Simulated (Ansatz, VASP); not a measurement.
## One calculation of Co, two programs

```
Co
1.0
    -2.01230    2.01230    1.12167
     2.01230   -2.01230    1.12167
     2.01230    2.01230   -1.12167
Co
2
Direct
  0.62500 0.87500 0.75000
  0.37500 0.12500 0.25000
```

Change from the starting cell: volume scaled by 0.75, LAPW.

Alike in both runs: task single point; functional PBE; k mesh 20 × 20 × 20; occupations fermi-dirac, width 0.08 eV; collinear spin.

|  | VASP | Ansatz |
| --- | --- | --- |
| version | VASP 6.6.1 | Ansatz 0.2.0 |
| potentials or method | VASP PAW PBE potentials, release 64 (Co), cutoff 520 eV | all-electron LAPW, scalar-relativistic |

Ansatz gave:

* pressure (GPa): 80.1
* traceless stress, the component that is largest in VASP (GPa): -0.23
* net moment per atom (μB): 0.68
* size of the moment on the site where the two differ most (μB): 0.69

Which values does VASP return?

Pressure (GPa): 76.8; traceless stress, the component that is largest in VASP (GPa): 0.96; net moment per atom (μB): 0.64; size of the moment on the site where the two differ most (μB): 0.63.

Site moments also hang on the region over which each program counts them. Both programs put the cell under a high pressure, so it lies far from rest at this level. Ansatz ran all-electron here, and VASP with PAW potentials.

Noted on VASP's run: the cell as given lies far from equilibrium.
